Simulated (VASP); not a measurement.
# DyAgH2 in VASP: notebook, part 3 of 3

VASP 6.6.1.

## (5) Relaxation of cell and atoms, PBE

This run uses another cell than the first one, of 14.52 Å³/atom.

INCAR reads:

```
SYSTEM = DyAgH2
ALGO     = Normal         ! electronic algorithm
EDIFF    = 1E-7           ! SCF threshold, eV
EDIFFG   = -0.08          ! ionic threshold
ENCUT    = 500            ! plane-wave cutoff, eV
GGA      = PE             ! functional
GGA_COMPAT= .FALSE.      
IBRION   = 2              ! ionic algorithm
ISIF     = 3              ! what is computed and relaxed
ISMEAR   = 0              ! smearing method
LASPH    = .TRUE.         ! aspherical terms in the spheres
LCHARG   = .FALSE.        ! write CHGCAR
LMAXMIX  = 6              ! l up to which the mixer works
LREAL    = .FALSE.        ! projectors in reciprocal space
LWAVE    = .FALSE.        ! write WAVECAR
NELM     = 200            ! most SCF steps
NELMIN   = 4            
NSW      = 36             ! ionic steps
PREC     = Accurate       ! precision mode
SIGMA    = 0.2            ! smearing width, eV
```

KPOINTS reads:

```
k-points
0
G
  4 4 2
  0 0 0
```

POSCAR reads:

```
DyAgH2
1.0
    3.8589792000      0.0000000000      0.0000000000
    0.0000000000      3.8589792000      0.0000000000
    0.0000000000      0.0000000000      7.8012840300
Dy Ag H
2 2 4
Direct
    0.0000000000      0.5000000000      0.1952248700
    0.5000000000      0.0000000000      0.8047751300
    0.5000000000      0.0000000000      0.4093701800
    0.0000000000      0.5000000000      0.5906298200
    0.5000000000      0.5000000000      0.5000000000
    0.0000000000      0.0000000000      0.5000000000
    0.5000000000      0.0000000000      0.1529380400
    0.0000000000      0.5000000000      0.8470619600
```

Started as:

```sh
$ cat potpaw_PBE.64/Dy_3/POTCAR potpaw_PBE.64/Ag/POTCAR potpaw_PBE.64/H/POTCAR > POTCAR
$ mpirun -np 1 vasp_std > vasp.out
```

It took 9.4 min on 1 thread of Intel Xeon Platinum 8559C (Emerald Rapids), shared host; peak memory 0.24 GiB.

Results (log left out):

```yaml
Free_energy: -28.4817 eV
Relaxed_volume: 13.04 Å³/atom
Relaxed_cell: a = 3.251 Å, b = 3.251 Å, c = 9.872 Å, α = 90.00°, β = 90.00°, γ = 90.00°
Space_group_after_relaxing_to_0.1_Å: P4/nmm (No. 129)
Energy_gained_by_relaxing: 197.4 meV/atom
Ionic_steps: 26
Pressure_after_relaxing: -0.2 GPa
Largest_force_after_relaxing: 0.062 eV/Å
Band_gap_on_the_k_mesh: zero (bands 22 and 23 overlap by 0.66 eV)
```

Forces on the atoms (eV/Å):
```
Dy   0.000  0.000 -0.060
Dy   0.000  0.000  0.060
Ag   0.000  0.000 -0.062
Ag   0.000  0.000  0.062
H    0.000  0.000  0.000
H    0.000  0.000  0.000
H    0.000  0.000  0.041
H    0.000  0.000 -0.041
```

Stress tensor (GPa, compression positive):
```
-0.07  0.00  0.00
 0.00 -0.07  0.00
 0.00  0.00 -0.37
```

Step by step:
```
step  energy change (eV)  largest force (eV/Å)  pressure (GPa)  volume (Å³)
   1              0.0000                1.5729           -3.69       116.17
   2             -0.3772                1.5983           -1.52       110.63
   3             -0.7644                1.1580            6.46        99.39
   4             -1.0030                0.6520            5.05       100.39
   5             -1.1386                0.2189            4.28       101.60
   6             -1.1403                0.3920            4.24       101.80
   7             -1.2181                0.1287            1.02       105.40
   8             -1.2272                0.1360           -0.46       107.29
   9             -1.2376                0.1518           -0.40       107.18
  10             -1.2579                0.2054           -0.20       106.80
  11             -1.2543                0.3489            0.42       105.92
  12             -1.2634                0.2557            0.03       106.43
  13             -1.2763                0.2769           -0.04       106.34
  14             -1.3158                0.3171           -0.20       106.04
  15             -1.3738                0.3261           -0.30       105.35
  16             -1.3853                0.7592            0.83       103.60
  17             -1.3985                0.3899           -0.09       104.66
  18             -1.4170                0.3859            0.01       104.48
  19             -1.4753                0.3650            0.42       103.91
  20             -1.4988                0.3118            1.46       102.66
  21             -1.5147                0.3493            0.93       103.24
  22             -1.5473                0.2157           -0.01       104.38
  23             -1.5527                0.2173           -0.50       105.06
  24             -1.5669                0.1676           -0.04       104.34
  25             -1.5740                0.1040            0.60       103.43
  26             -1.5794                0.0618           -0.17       104.35
```

Final structure:
```xyz
8
Lattice="3.2512 0.0000 0.0000 0.0000 3.2512 0.0000 0.0000 0.0000 9.8717" Properties=species:S:1:pos:R:3 pbc="T T T"
Dy    0.0000    1.6256    1.4592
Dy    1.6256    0.0000    8.4125
Ag    1.6256    0.0000    3.7718
Ag    0.0000    1.6256    6.0999
H     1.6256    1.6256    4.9359
H     0.0000    0.0000    4.9359
H     1.6256    0.0000    0.7691
H     0.0000    1.6256    9.1026
```

Levels at points of the mesh, in eV from the Fermi level:
```tsv
k point	band 18	band 19	band 20	band 21	band 22	band 23	band 24	band 25	band 26	band 27
(0.00, 0.00, 0.00)	-4.44	-4.28	-2.57	-0.74	-0.66	0.10	1.13	2.08	3.17	3.17
(0.50, 0.00, 0.00)	-4.37	-3.16	-3.16	-1.37	-1.37	-0.19	-0.19	2.61	2.72	2.72
(0.50, 0.50, 0.00)	-4.10	-2.47	-2.47	0.01	0.01	1.67	1.67	1.78	1.78	3.06
(0.00, 0.00, 0.50)	-4.44	-4.28	-2.39	-1.03	-0.63	0.05	0.85	2.10	3.26	3.26
(0.50, 0.00, 0.50)	-4.47	-3.12	-3.12	-1.08	-1.08	-0.53	-0.53	2.55	2.72	2.72
(0.50, 0.50, 0.50)	-4.10	-2.32	-2.32	-0.50	-0.50	1.74	1.74	3.18	3.28	3.28
```

Caveat: the k points lie up to 0.48 Å⁻¹ apart in the final cell, too coarse for converged energies and pressures of a metal; a cell axis changed by over 15 % at a fixed basis, so the end point is rough; spin-orbit coupling is left out, which moves the levels of the heavy elements; the 4f electrons are frozen in the core, so they carry no moment and show no levels; the relaxation stopped at a loose force limit of 0.08 eV/Å, so its end isn't a converged minimum. Spin polarisation is off, so any magnetic state and its effect on volume and gap are missing.

## (6) The runs side by side

| task | cell | k mesh | smearing | gap on the mesh (eV) | pressure (GPa) | relaxed volume (Å³/atom) | largest force (eV/Å) |
| --- | --- | --- | --- | --- | --- | --- | --- |
| single point | a = 3.771, b = 3.775, c = 7.598 Å, 8 atoms, atomic positions A | 5 × 5 × 2 | gaussian 0.2 eV | none | 0.3 | - | 0.01 |
| relaxation of cell and atoms | relaxed from a = 3.643, b = 3.643, c = 8.568 Å, 8 atoms, atomic positions B | 5 × 5 × 2 | gaussian 0.2 eV | none | 0.2 | 13.56 | 0.05 |
| single point | a = 3.780, b = 3.780, c = 7.613 Å, 8 atoms, atomic positions C | 8 × 8 × 4 | gaussian 0.1 eV | none | 0.2 | - | 0.01 |
| relaxation of cell and atoms | relaxed from a = 3.859, b = 3.859, c = 7.801 Å, 8 atoms, atomic positions D | 4 × 4 × 2 | gaussian 0.2 eV | none | -0.2 | 13.04 | 0.06 |

Alike in all rows: level PBE; potentials or basis VASP PAW PBE potentials, release 64 (Dy_3, Ag, H), 4f in core; no spin polarisation; cutoff (eV) 500.

Caveats: some runs use coarse meshes; spin-orbit coupling is left out, which moves the levels of the heavy elements; the 4f electrons are frozen in the core, so they carry no moment and show no levels; the relaxation stopped at a loose force limit of 0.08 eV/Å, so its end isn't a converged minimum (at least some runs); a cell axis changed by over 15 % at a fixed basis, so the end point is rough (at least some runs).

Total energies depend on the potentials used, so only differences within one code and one set of settings carry meaning.
